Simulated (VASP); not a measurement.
# Pt (R-3m) in VASP: notebook

The runs below take Pt through single point, with PBE.

Everything below comes from runs of VASP 6.6.1. Logs are shortened: lines on timing, memory, paths and dates and some standing lists are left out, and cuts for length are marked.

### 1 The cell of the first run

The structure is trigonal, space group R-3m (No. 166). The conventional cell has a = 2.709 Å, b = 2.709 Å, c = 7.151 Å, α = 90.00°, β = 90.00°, γ = 120.00°. Within 3.6 Å of Pt (site symmetry -3m) lie 12 Pt at 2.71 to 2.85 Å.

### 2 Single point, PBE

File INCAR:

```
SYSTEM = Pt
PREC     = Accurate       ! precision mode
ENCUT    = 520            ! plane-wave cutoff, eV
EDIFF    = 1E-7           ! SCF threshold, eV
ISMEAR   = 0              ! smearing method
SIGMA    = 0.15           ! smearing width, eV
LREAL    = .FALSE.        ! projectors in reciprocal space
LASPH    = .TRUE.         ! aspherical terms in the spheres
NELM     = 80             ! most SCF steps
ALGO     = Fast           ! electronic algorithm
ISIF     = 2              ! what is computed and relaxed
LWAVE    = .FALSE.        ! write WAVECAR
LCHARG   = .TRUE.         ! write CHGCAR
GGA      = PE             ! functional
LELF     = .TRUE.         ! ELF
LVHAR    = .TRUE.       
NBANDS   = 11             ! bands
```

File KPOINTS:

```
regular mesh
0
G
  20 20 20
  0 0 0
```

File POSCAR:

```
Pt
1.0
    0.0992482356      2.0147391822      2.0147391822
    2.0147391822      0.0992482356      2.0147391822
    2.0147391822      2.0147391822      0.0992482356
Pt
1
Direct
    0.0000000000      0.0000000000      0.0000000000
```

Potentials or basis: VASP PAW PBE potentials, release 64 (Pt).

On the command line:

```console
$ cat potpaw_PBE.64/Pt/POTCAR > POTCAR
$ mpirun -np 1 vasp_std > vasp.out
```

OUTCAR:

```text
SYSTEM = Pt
   PREC = Accurate
   ENCUT = 520
   EDIFF = 1E-7
   ISMEAR = 0
   LREAL = .FALSE.
   LASPH = .TRUE.
   NELM = 80
   ISIF = 2
   GGA = PE

 ion  position               nearest neighbor table
   1  0.000  0.000  0.000-

  LATTYP: Found a trigonal (rhomboedric) cell.
 ALAT       =     2.8509995014
 COS(alpha) =     0.5485954580

  Lattice vectors:

 A1 = (   0.0992482356,   2.0147391822,   2.0147391822)
 A2 = (   2.0147391822,   0.0992482356,   2.0147391822)
 A3 = (   2.0147391822,   2.0147391822,   0.0992482356)

Analysis of symmetry for initial positions (statically):
=====================================================================
 Subroutine PRICEL returns:
 Original cell was already a primitive cell.

 Routine SETGRP: Setting up the symmetry group for a
 trigonal (rhombohedral) supercell.

 Subroutine GETGRP returns: Found 12 space group operations
 (whereof 12 operations were pure point group operations)
 out of a pool of 12 trial point group operations.

The static configuration has the point symmetry D_3d.

Analysis of symmetry for dynamics (positions and initial velocities):
=====================================================================
 Subroutine PRICEL returns:
 Original cell was already a primitive cell.

 Routine SETGRP: Setting up the symmetry group for a
 trigonal (rhombohedral) supercell.

 Subroutine GETGRP returns: Found 12 space group operations
 (whereof 12 operations were pure point group operations)
 out of a pool of 12 trial point group operations.

The dynamic configuration has the point symmetry D_3d.

 Subroutine INISYM returns: Found 12 space group operations
 (whereof 12 operations are pure point group operations),
 and found     1 'primitive' translations

----------------------------------------------------------------------------------------

                                     Primitive cell

  volume of cell :      15.1487

  direct lattice vectors                    reciprocal lattice vectors
     0.099248236  2.014739182  2.014739182    -0.267304438  0.254754934  0.254754934
     2.014739182  0.099248236  2.014739182     0.254754934 -0.267304438  0.254754934
     2.014739182  2.014739182  0.099248236     0.254754934  0.254754934 -0.267304438

  length of vectors
     2.850999501  2.850999501  2.850999501     0.448610984  0.448610984  0.448610984

  position of ions in fractional coordinates (direct lattice)
     0.000000000  0.000000000  0.000000000

  ion indices of the primitive-cell ions
   primitive index   ion index
                 1           1

----------------------------------------------------------------------------------------

 KPOINTS: regular mesh

Automatic generation of k-mesh.
 Grid dimensions read from file:
 generate k-points for:   20   20   20

 Generating k-lattice:

  Cartesian coordinates                     Fractional coordinates (reciprocal lattice)
    -0.013365222  0.012737747  0.012737747     0.050000000 -0.000000000 -0.000000000
     0.012737747 -0.013365222  0.012737747    -0.000000000  0.050000000 -0.000000000
     0.012737747  0.012737747 -0.013365222    -0.000000000 -0.000000000  0.050000000

  Length of vectors
     0.022430549  0.022430549  0.022430549

  Shift w.r.t. Gamma in fractional coordinates (k-lattice)
     0.000000000  0.000000000  0.000000000

 Subroutine IBZKPT returns following result:
 ===========================================

 Found    781 irreducible k-points:

 Following reciprocal coordinates:
            Coordinates               Weight
  0.000000  0.000000  0.000000      1.000000
  0.050000  0.000000  0.000000      6.000000
  0.100000  0.000000  0.000000      6.000000
  0.150000 -0.000000 -0.000000      6.000000
  0.200000  0.000000  0.000000      6.000000
  0.250000 -0.000000 -0.000000      6.000000
[... 16 lines left out ...]
 -0.400000  0.050000 -0.000000     12.000000
 -0.350000  0.050000  0.000000     12.000000
 [... further k-points ...]
   k-points           NKPTS =    781   k-points in BZ     NKDIM =    781   number of bands    NBANDS=     11
   number of dos      NEDOS =    301   number of ions     NIONS =      1
   total plane-waves  NPLWV =  13824
   dimension x,y,z NGX =    24 NGY =   24 NGZ =   24
   dimension x,y,z NGXF=    48 NGYF=   48 NGZF=   48
   ions per type =               1
   NGX,Y,Z   is equivalent  to a cutoff of  13.99, 13.99, 13.99 a.u.
   NGXF,Y,Z  is equivalent  to a cutoff of  27.99, 27.99, 27.99 a.u.
 SYSTEM =  Pt
   PREC   = accura    normal or accurate (medium, high low for compatibility)
   ISTART =      0    job   : 0-new  1-cont  2-samecut
   ICHARG =      2    charge: 1-file 2-atom 10-const
   ISPIN  =      1    spin polarized calculation?
   LNONCOLLINEAR =      F non collinear calculations
   LSORBIT =      F    spin-orbit coupling
   LASPH  =      T    aspherical Exc in radial PAW
   ENCUT  =  520.0 eV  38.22 Ry    6.18 a.u.   5.30  5.30  5.30*2*pi/ulx,y,z
   NELM   =     80;   NELMIN=  2; NELMDL= -5     # of ELM steps
   EDIFF  = 0.1E-06   stopping-criterion for ELM
   LREAL  =      F    real-space projection
   EDIFFG = 0.1E-05   stopping-criterion for IOM
   NSW    =      0    number of steps for IOM
   IBRION =     -1    ionic relax: 0-MD 1-quasi-New 2-CG
   NFREE  =      0    steps in history (QN), initial steepest desc. (CG)
   ISIF   =      2    stress and relaxation
   ISYM   =      2    0-nonsym 1-usesym 2-fastsym
   POTIM  = 0.5000    time-step for ionic-motion
   TEBEG  =    0.0;   TEEND  =   0.0 temperature during run
   PSTRESS=    0.0 pullay stress
   NELECT =      10.0000    total number of electrons
   NUPDOWN=      -1.0000    fix difference up-down
   EMIN   =  10.00;   EMAX   =-10.00  energy-range for DOS
   EFERMI =   0.00;   METHOD = LEGACY
   ISMEAR =     0;   SIGMA  =   0.15  broadening in eV -4-tet -1-fermi 0-gaus
   EFERMI_NEDOS =   21; number of points for ismear=-14 and -15
   IALGO  =     68    algorithm
   IMIX   =      4    mixing-type and parameters
     AMIX     =   0.40;   BMIX     =  1.00
     AMIX_MAG =   1.60;   BMIX_MAG =  1.00
  volume/ion in A,a.u.               =      15.15       102.23
  Fermi-wavevector in a.u.,A,eV,Ry     =   1.425441  2.693694 27.645451  2.031883
  Thomas-Fermi vector in A             =   2.545825
   LORBIT       =      0    0 simple, 1 ext, 2 COOP (PROOUT), +10 PAW based schemes
   GGA     = PE    functional components
   LHFCALC =     F    Hartree Fock is set to
   AEXX    =    0.0000 exact exchange contribution
   IVDW    =     0    specifies the selected vdW correction
   LEPSILON=     F    determine dielectric tensor
   LRPA    =     F    only Hartree local field effects (RPA)
 non-spin polarized calculation
 RMM-DIIS sequential band-by-band and
 Gauss-broadening in eV      SIGMA  =   0.15
  energy-cutoff  :      520.00
  volume of cell :       15.15
 maximum number of plane-waves:       418
 NGX is ok and might be reduce to    24
   NGX = 11   NGY = 11   NGZ = 11

 number of electron      10.0000000 magnetization

 Free energy of the ion-electron system (eV)
  ---------------------------------------------------
  ext. energy  EPLUGINS =         0.00000000
  ---------------------------------------------------
  free energy    TOTEN  =        -6.06681751 eV

  energy without entropy =       -6.04877598  energy(sigma->0) =       -6.05779675

 E-fermi :  11.1605     XC(G=0): -13.4569

 val. band max:       11.1595463165   @ k =   0.4500   0.4500   0.1500
 cond. band min:      11.1610065787   @ k =   0.5000   0.5000   0.0500
 fundamental gap:      0.0014602621
 Fermi energy:        11.1605087132

 k-point     1 :       0.0000    0.0000    0.0000
  band No.  band energies     occupation
      1       1.0080      2.00000
      2       6.8447      2.00000
      3       7.5959      2.00000
      4       7.5959      2.00000
      5       9.6704      2.00000
      6       9.6704      2.00000
      7      25.6692      0.00000
      8      29.3510      0.00000
      9      31.6483      0.00000
     10      31.6483      0.00000
     11      36.1080      0.00000

 k-point     2 :       0.0500    0.0000    0.0000
  band No.  band energies     occupation
      1       1.1139      2.00000
      2       6.8848      2.00000
      3       7.5431      2.00000
      4       7.6568      2.00000
      5       9.6315      2.00000
      6       9.6379      2.00000
      7      25.8416      0.00000
      8      29.4425      0.00000
      9      31.0918      0.00000
     10      31.7916      0.00000
     11      36.7793      0.00000

 k-point     3 :       0.1000    0.0000    0.0000
  band No.  band energies     occupation
      1       1.4242      2.00000
      2       6.9922      2.00000
      3       7.4041      2.00000
      4       7.8304      2.00000
      5       9.5332      2.00000
      6       9.5526      2.00000
      7      26.3201      0.00000
      8      29.1779      0.00000
      9      30.5542      0.00000
     10      32.2094      0.00000
     11      37.7664      0.00000

 k-point     4 :       0.1500   -0.0000   -0.0000
  band No.  band energies     occupation
      1       1.9130      2.00000
      2       7.1039      2.00000
      3       7.2568      2.00000
      4       8.0800      2.00000
      5       9.4302      2.00000
      6       9.4579      2.00000
      7      26.9447      0.00000
      8      27.9788      0.00000
      9      31.1188      0.00000
     10      32.8619      0.00000
     11      36.8293      0.00000
[... 239 lines left out ...]
 k-point    22 :      -0.4500    0.0500   -0.0000
  band No.  band energies     occupation
      1       4.0253      2.00000
      2       6.8561      2.00000
      3       7.8560      2.00000
      4      10.0444      2.00000
      5      10.9488      1.95403
      6      12.1936      0.00000
      7      17.6684      0.00000
      8      25.4064      0.00000
      9      29.2056      0.00000
     10      30.2991      0.00000
     11      38.4922      0.00000

 k-point    23 :      -0.4000    0.0500   -0.0000
  band No.  band energies     occupation
      1       4.0333      2.00000
      2       6.9303      2.00000
      3       7.9257      2.00000
      4       9.3626      2.00000
      5      10.6393      2.00000
      6      11.7723      0.00000
      7      18.9450      0.00000
      8      25.6969      0.00000
      9      29.6955      0.00000
     10      30.8938      0.00000
     11      37.4548      0.00000

 k-point    24 :      -0.3500    0.0500    0.0000
  band No.  band energies     occupation
      1       4.0027      2.00000
      2       7.0481      2.00000
      3       8.0432      2.00000
      4       8.4303      2.00000
      5      10.2050      2.00000
      6      11.2438      0.43238
      7      20.7021      0.00000
      8      26.2329      0.00000
      9      30.4963      0.00000
     10      31.9711      0.00000
     11      36.0432      0.00000

 [... further k-points ...]

------------------------ aborting loop because EDIFF is reached ----------------------------------------

  FORCE on cell =-STRESS in cart. coord.  units (eV):
  Direction    XX          YY          ZZ          XY          YZ          ZX
  --------------------------------------------------------------------------------------
  -------------------------------------------------------------------------------------
  Total        0.9445440      0.9445440      0.9445440     -0.4287438     -0.4287438     -0.4287438
  in kB       99.8979214     99.8979214     99.8979214    -45.3452864    -45.3452864    -45.3452864
  external PRESSURE =      99.8979214 kB  Pullay stress =       0.0000000 kB

 VOLUME and BASIS-vectors are now :
 -----------------------------------------------------------------------------
  energy-cutoff  :      520.00
  volume of cell :       15.15
      direct lattice vectors                 reciprocal lattice vectors
     0.099248236  2.014739182  2.014739182    -0.267304438  0.254754934  0.254754934
     2.014739182  0.099248236  2.014739182     0.254754934 -0.267304438  0.254754934
     2.014739182  2.014739182  0.099248236     0.254754934  0.254754934 -0.267304438

 POSITION                                       TOTAL-FORCE (eV/Angst)
 -----------------------------------------------------------------------------------
      0.00000      0.00000      0.00000        -0.000000      0.000000      0.000000
 -----------------------------------------------------------------------------------
    total drift:                               -0.000000     -0.000000     -0.000000

  FREE ENERGIE OF THE ION-ELECTRON SYSTEM (eV)
  ---------------------------------------------------
  free  energy   TOTEN  =        -6.0668175150 eV

  energy  without entropy=       -6.0487759761  energy(sigma->0) =       -6.05779675
```

It took 3 min on 1 thread of Intel Xeon 8259CL, shared host; peak memory 0.26 GiB.

Results:

| Item | Value |
| --- | --- |
| Free energy | -6.0668 eV |
| Pressure | 10.0 GPa |
| Band gap on the k mesh | zero (bands 5 and 6 overlap by 2.32 eV) |

Stress tensor (GPa, compression positive):
```
 9.99 -4.53 -4.53
-4.53  9.99 -4.53
-4.53 -4.53  9.99
```

Levels at points of the mesh, in eV from the Fermi level:
| k point | band 2 | band 3 | band 4 | band 5 | band 6 | band 7 | band 8 | band 9 |
| --- | --- | --- | --- | --- | --- | --- | --- | --- |
| (0.00, 0.00, 0.00) | -4.32 | -3.56 | -3.56 | -1.49 | -1.49 | 14.51 | 18.19 | 20.49 |
| (0.50, 0.00, 0.00) | -4.36 | -3.27 | -0.26 | -0.20 | 0.40 | 6.26 | 14.03 | 18.03 |
| (0.50, 0.50, 0.00) | -6.54 | -0.09 | 0.48 | 0.62 | 1.84 | 8.93 | 10.53 | 12.36 |
| (0.50, 0.50, 0.50) | -3.77 | -3.77 | -1.02 | -0.05 | -0.05 | 4.80 | 14.78 | 20.14 |

Caveat: the cell stands under pressure; spin-orbit coupling is left out, which moves the levels of the heavy elements.

(Part 1 of 2 ends here.)
